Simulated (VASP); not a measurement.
# Ag in VASP: notebook

The runs below take Ag through single point, with PBE, r2SCAN.

All numbers are computed with VASP 6.6.1; they aren't measurements. Logs are shortened: lines on timing, memory, paths and dates and some standing lists are left out, and cuts for length are marked.

## (1) The cell of the first run

Symmetry: P6_3/mmc, No. 194, hexagonal system. The conventional cell has a = 2.930 Å, b = 2.930 Å, c = 4.790 Å, α = 90.00°, β = 90.00°, γ = 120.00°. Ag (site symmetry -6m2) has 12 Ag at 2.93 Å within 3.9 Å.

## (2) Single point, PBE

INCAR reads:

```
SYSTEM = Ag
  ALGO = Normal
  EDIFF = 1E-6
  ENCUT = 520
  GGA = PE
  ISIF = 2
  ISMEAR = 0
  LASPH = .True.
  LCHARG = .True.
  LELF = .True.
  LREAL = .False.
  LVHAR = .True.
  LWAVE = .False.
  NBANDS = 18
  NELM = 100
  PREC = Accurate
  SIGMA = 0.05
```

KPOINTS reads:

```
k-points
0
Gamma
  15 15 8
  0 0 0
```

POSCAR reads:

```
Ag
1.0
    2.9300000000      0.0000000000      0.0000000000
   -1.4650000000      2.5374544331      0.0000000000
    0.0000000000      0.0000000000      4.7900000000
Ag
2
Direct
    0.3333333333      0.6666666667      0.2500000000
    0.6666666667      0.3333333333      0.7500000000
```

Potentials or basis: VASP PAW PBE potentials, release 64 (Ag).

Run with:

```sh
cat potpaw_PBE.64/Ag/POTCAR > POTCAR
mpirun -np 1 vasp_std > vasp.out
```

OUTCAR:

```text
SYSTEM = Ag
   EDIFF = 1E-6
   ENCUT = 520
   GGA = PE
   ISIF = 2
   ISMEAR = 0
   LASPH = .True.
   LREAL = .False.
   NELM = 100
   PREC = Accurate

 ion  position               nearest neighbor table
   1  0.333  0.667  0.250-   2 2.93   2 2.93   2 2.93   2 2.93   2 2.93   2 2.93
   2  0.667  0.333  0.750-   1 2.93   1 2.93   1 2.93   1 2.93   1 2.93   1 2.93

  LATTYP: Found a hexagonal cell.
 ALAT       =     2.9300000000
 C/A-ratio  =     1.6348122867

  Lattice vectors:

 A1 = (   2.9300000000,   0.0000000000,   0.0000000000)
 A2 = (  -1.4650000000,   2.5374544331,   0.0000000000)
 A3 = (   0.0000000000,   0.0000000000,   4.7900000000)

Analysis of symmetry for initial positions (statically):
=====================================================================
 Subroutine PRICEL returns:
 Original cell was already a primitive cell.

 Routine SETGRP: Setting up the symmetry group for a
 hexagonal supercell.

 Subroutine GETGRP returns: Found 24 space group operations
 (whereof 12 operations were pure point group operations)
 out of a pool of 24 trial point group operations.

The static configuration has the point symmetry D_3d.
 The point group associated with its full space group is D_6h.

Analysis of symmetry for dynamics (positions and initial velocities):
=====================================================================
 Subroutine PRICEL returns:
 Original cell was already a primitive cell.

 Routine SETGRP: Setting up the symmetry group for a
 hexagonal supercell.

 Subroutine GETGRP returns: Found 24 space group operations
 (whereof 12 operations were pure point group operations)
 out of a pool of 24 trial point group operations.

The dynamic configuration has the point symmetry D_3d.
 The point group associated with its full space group is D_6h.

 Subroutine INISYM returns: Found 24 space group operations
 (whereof 12 operations are pure point group operations),
 and found     1 'primitive' translations

----------------------------------------------------------------------------------------

                                     Primitive cell

  volume of cell :      35.6124

  direct lattice vectors                    reciprocal lattice vectors
     2.930000000  0.000000000  0.000000000     0.341296928  0.197047873  0.000000000
    -1.465000000  2.537454433  0.000000000     0.000000000  0.394095747  0.000000000
     0.000000000  0.000000000  4.790000000     0.000000000  0.000000000  0.208768267

  length of vectors
     2.930000000  2.930000000  4.790000000     0.394095747  0.394095747  0.208768267

  position of ions in fractional coordinates (direct lattice)
     0.333333333  0.666666667  0.250000000
     0.666666667  0.333333333  0.750000000

  ion indices of the primitive-cell ions
   primitive index   ion index
                 1           1
                 2           2

----------------------------------------------------------------------------------------

 KPOINTS: k-points

Automatic generation of k-mesh.
 Grid dimensions read from file:
 generate k-points for:   15   15    8

 Generating k-lattice:

  Cartesian coordinates                     Fractional coordinates (reciprocal lattice)
     0.022753129  0.013136525  0.000000000     0.066666667  0.000000000  0.000000000
     0.000000000  0.026273050  0.000000000     0.000000000  0.066666667  0.000000000
     0.000000000  0.000000000  0.026096033     0.000000000  0.000000000  0.125000000

  Length of vectors
     0.026273050  0.026273050  0.026096033

  Shift w.r.t. Gamma in fractional coordinates (k-lattice)
     0.000000000  0.000000000  0.000000000

 Subroutine IBZKPT returns following result:
 ===========================================

 Found    135 irreducible k-points:

 Following reciprocal coordinates:
            Coordinates               Weight
  0.000000  0.000000  0.000000      1.000000
  0.066667 -0.000000  0.000000      6.000000
  0.133333 -0.000000  0.000000      6.000000
  0.200000 -0.000000  0.000000      6.000000
  0.266667 -0.000000  0.000000      6.000000
  0.333333  0.000000  0.000000      6.000000
[... 16 lines left out ...]
  0.333333  0.200000  0.000000     12.000000
  0.400000  0.200000  0.000000      6.000000
 [... further k-points ...]
   k-points           NKPTS =    135   k-points in BZ     NKDIM =    135   number of bands    NBANDS=     18
   number of dos      NEDOS =    301   number of ions     NIONS =      2
   total plane-waves  NPLWV =  20736
   dimension x,y,z NGX =    24 NGY =   24 NGZ =   36
   dimension x,y,z NGXF=    48 NGYF=   48 NGZF=   72
   ions per type =               2
   NGX,Y,Z   is equivalent  to a cutoff of  13.62, 13.62, 12.49 a.u.
   NGXF,Y,Z  is equivalent  to a cutoff of  27.23, 27.23, 24.99 a.u.
 SYSTEM =  Ag
   PREC   = accura    normal or accurate (medium, high low for compatibility)
   ISTART =      0    job   : 0-new  1-cont  2-samecut
   ICHARG =      2    charge: 1-file 2-atom 10-const
   ISPIN  =      1    spin polarized calculation?
   LNONCOLLINEAR =      F non collinear calculations
   LSORBIT =      F    spin-orbit coupling
   LASPH  =      T    aspherical Exc in radial PAW
   ENCUT  =  520.0 eV  38.22 Ry    6.18 a.u.   5.45  5.45  8.91*2*pi/ulx,y,z
   NELM   =    100;   NELMIN=  2; NELMDL= -5     # of ELM steps
   EDIFF  = 0.1E-05   stopping-criterion for ELM
   LREAL  =      F    real-space projection
   EDIFFG = 0.1E-04   stopping-criterion for IOM
   NSW    =      0    number of steps for IOM
   IBRION =     -1    ionic relax: 0-MD 1-quasi-New 2-CG
   NFREE  =      0    steps in history (QN), initial steepest desc. (CG)
   ISIF   =      2    stress and relaxation
   ISYM   =      2    0-nonsym 1-usesym 2-fastsym
   POTIM  = 0.5000    time-step for ionic-motion
   TEBEG  =    0.0;   TEEND  =   0.0 temperature during run
   PSTRESS=    0.0 pullay stress
   NELECT =      22.0000    total number of electrons
   NUPDOWN=      -1.0000    fix difference up-down
   EMIN   =  10.00;   EMAX   =-10.00  energy-range for DOS
   EFERMI =   0.00;   METHOD = LEGACY
   ISMEAR =     0;   SIGMA  =   0.05  broadening in eV -4-tet -1-fermi 0-gaus
   EFERMI_NEDOS =   21; number of points for ismear=-14 and -15
   IALGO  =     38    algorithm
   IMIX   =      4    mixing-type and parameters
     AMIX     =   0.40;   BMIX     =  1.00
     AMIX_MAG =   1.60;   BMIX_MAG =  1.00
  volume/ion in A,a.u.               =      17.81       120.16
  Fermi-wavevector in a.u.,A,eV,Ry     =   1.394275  2.634799 26.449782  1.944004
  Thomas-Fermi vector in A             =   2.517840
   LORBIT       =      0    0 simple, 1 ext, 2 COOP (PROOUT), +10 PAW based schemes
   GGA     = PE    functional components
   LHFCALC =     F    Hartree Fock is set to
   AEXX    =    0.0000 exact exchange contribution
   IVDW    =     0    specifies the selected vdW correction
   LEPSILON=     F    determine dielectric tensor
   LRPA    =     F    only Hartree local field effects (RPA)
 non-spin polarized calculation
 Gauss-broadening in eV      SIGMA  =   0.05
  energy-cutoff  :      520.00
  volume of cell :       35.61
 maximum number of plane-waves:       989
 NGX is ok and might be reduce to    24
   NGX = 11   NGY = 11   NGZ = 17

 number of electron      22.0000005 magnetization

 Free energy of the ion-electron system (eV)
  ---------------------------------------------------
  ext. energy  EPLUGINS =         0.00000000
  ---------------------------------------------------
  free energy    TOTEN  =        -5.42807457 eV

  energy without entropy =       -5.42748055  energy(sigma->0) =       -5.42777756

 E-fermi :   7.9920     XC(G=0): -11.9524

 val. band max:        7.9889398118   @ k =   0.2667   0.2667   0.1250
 cond. band min:       8.0310721908   @ k =   0.3333   0.2000   0.1250
 fundamental gap:      0.0421323790
 Fermi energy:         7.9919751287

 k-point     1 :       0.0000    0.0000    0.0000
  band No.  band energies     occupation
      1       0.3868      2.00000
      2       1.7049      2.00000
      3       3.1790      2.00000
      4       3.2646      2.00000
      5       3.2646      2.00000
      6       3.4835      2.00000
[... 10 lines left out ...]
     17      25.6275      0.00000
     18      25.6275      0.00000

 k-point     2 :       0.0667   -0.0000    0.0000
  band No.  band energies     occupation
      1       0.5062      2.00000
      2       1.7731      2.00000
      3       3.1022      2.00000
      4       3.3257      2.00000
      5       3.3370      2.00000
      6       3.4611      2.00000
[... 10 lines left out ...]
     17      25.3506      0.00000
     18      26.1386      0.00000

 k-point     3 :       0.1333   -0.0000    0.0000
  band No.  band energies     occupation
      1       0.8489      2.00000
      2       1.9488      2.00000
      3       2.9815      2.00000
      4       3.3691      2.00000
      5       3.5026      2.00000
      6       3.5172      2.00000
[... 10 lines left out ...]
     17      25.6034      0.00000
     18      26.1678      0.00000

 k-point     4 :       0.2000   -0.0000    0.0000
  band No.  band energies     occupation
      1       1.3506      2.00000
      2       2.1216      2.00000
      3       2.9229      2.00000
      4       3.2013      2.00000
      5       3.3153      2.00000
      6       3.5641      2.00000
[... 375 lines left out ...]
      4       3.1048      2.00000
      5       3.1068      2.00000
      6       3.5695      2.00000
[... 10 lines left out ...]
     17      20.5289      0.00000
     18      21.5946      0.00000

 k-point    23 :       0.3333    0.2000    0.0000
  band No.  band energies     occupation
      1       2.1834      2.00000
      2       2.2679      2.00000
      3       2.4870      2.00000
      4       3.1128      2.00000
      5       3.3448      2.00000
      6       3.4456      2.00000
[... 10 lines left out ...]
     17      19.0625      0.00000
     18      21.2999      0.00000

 k-point    24 :       0.4000    0.2000    0.0000
  band No.  band energies     occupation
      1       2.1418      2.00000
      2       2.2364      2.00000
      3       2.4836      2.00000
      4       3.1299      2.00000
      5       3.3870      2.00000
      6       3.4313      2.00000
[... 10 lines left out ...]
     17      18.2432      0.00000
     18      21.2036      0.00000

 [... further k-points ...]
[... 5 lines left out ...]
  --------------------------------------------------------------------------------------
  -------------------------------------------------------------------------------------
  Total       -0.0814216     -0.0814216      0.2357016      0.0000000      0.0000000      0.0000000
  in kB       -3.6631002     -3.6631002     10.6040471      0.0000000      0.0000000      0.0000000
  external PRESSURE =       1.0926156 kB  Pullay stress =       0.0000000 kB

 VOLUME and BASIS-vectors are now :
 -----------------------------------------------------------------------------
  energy-cutoff  :      520.00
  volume of cell :       35.61
      direct lattice vectors                 reciprocal lattice vectors
     2.930000000  0.000000000  0.000000000     0.341296928  0.197047873  0.000000000
    -1.465000000  2.537454433  0.000000000     0.000000000  0.394095747  0.000000000
     0.000000000  0.000000000  4.790000000     0.000000000  0.000000000  0.208768267

 POSITION                                       TOTAL-FORCE (eV/Angst)
 -----------------------------------------------------------------------------------
     -0.00000      1.69164      1.19750         0.000000      0.000000      0.000000
      1.46500      0.84582      3.59250        -0.000000     -0.000000      0.000000
 -----------------------------------------------------------------------------------
    total drift:                               -0.000000      0.000000     -0.000000

  FREE ENERGIE OF THE ION-ELECTRON SYSTEM (eV)
  ---------------------------------------------------
  free  energy   TOTEN  =        -5.4280745662 eV

  energy  without entropy=       -5.4274805463  energy(sigma->0) =       -5.42777756
```

It took 20 s on 1 thread of Intel Xeon 6975P-C (Granite Rapids), shared host; peak memory 0.2 GiB.

Results:

```
Free energy            : -5.4281 eV
Pressure               : 0.1 GPa
Band gap on the k mesh : zero (band 11 reaches 11.83 eV, above the bottom of band 12 at 4.46 eV)
```

Levels at points of the mesh, in eV from the Fermi level:
```
           k point  band 8  band 9  band 10  band 11  band 12  band 13  band 14  band 15
(0.00, 0.00, 0.00)   -4.17   -4.17    -3.24    -3.24    -0.44     3.20    15.38    17.24
(0.00, 0.00, 0.50)   -4.54   -3.53    -3.53    -3.53    -3.53    10.65    10.65    15.73
```

(Continued in part 2 of 2.)
